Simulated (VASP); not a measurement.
Input of a VASP 6.6.1 run:

File POSCAR:

```
GaSb
1.0
    0.0000000000      3.0590000000      3.1354750000
    3.0590000000      0.0000000000      3.1354750000
    3.0590000000      3.0590000000      0.0000000000
Ga Sb
1 1
Direct
    0.0000000000      0.0000000000      0.0000000000
    0.7500000000      0.7500000000      0.7500000000
```

The input INCAR.step1:

```
  PREC = Accurate
  ENCUT = 520
  ISMEAR = 0
  SIGMA = 0.05
  LREAL = False
  LASPH = True
  NELM = 60
  NBANDS = 16
  GGA = PE
  ALGO = Normal
  EDIFF = 1E-4
  LWAVE = True
  LCHARG = False
```

File INCAR.step2:

```
  PREC = Accurate
  ENCUT = 520
  EDIFF = 1E-6
  ISMEAR = 0
  SIGMA = 0.05
  LREAL = False
  LASPH = True
  NELM = 60
  ALGO = Normal
  ISIF = 2
  LWAVE = False
  LCHARG = True
  METAGGA = R2SCAN
  LMIXTAU = True
  LELF = True
  LVHAR = True
  NBANDS = 16
  ISTART = 1
```

KPOINTS

```
regular mesh
0
Gamma
  10 10 10
```

Potentials or basis: VASP PAW PBE potentials, release 64 (Ga_d, Sb).

Launch:

```bash
$ cat potpaw_PBE.64/Ga_d/POTCAR potpaw_PBE.64/Sb/POTCAR > POTCAR
$ cp INCAR.step1 INCAR
$ mpirun -np 1 vasp_std > vasp.out
$ cp INCAR.step2 INCAR
$ mpirun -np 1 vasp_std > vasp.out
```

(1) Estimate the pressure.

(2) Predict the band gap on the k mesh.

Results:

(1) -0.8 GPa.

(2) 0.21 eV.

Caveat: the cell differs from its parent crystal (strain +0.000 along x and y, +0.025 along z); semilocal functionals underestimate gaps, and a narrow one can read as zero; the PAW data sets were made with another functional, which shifts forces and pressure a little; spin-orbit coupling is left out, which moves the levels of the heavy elements.
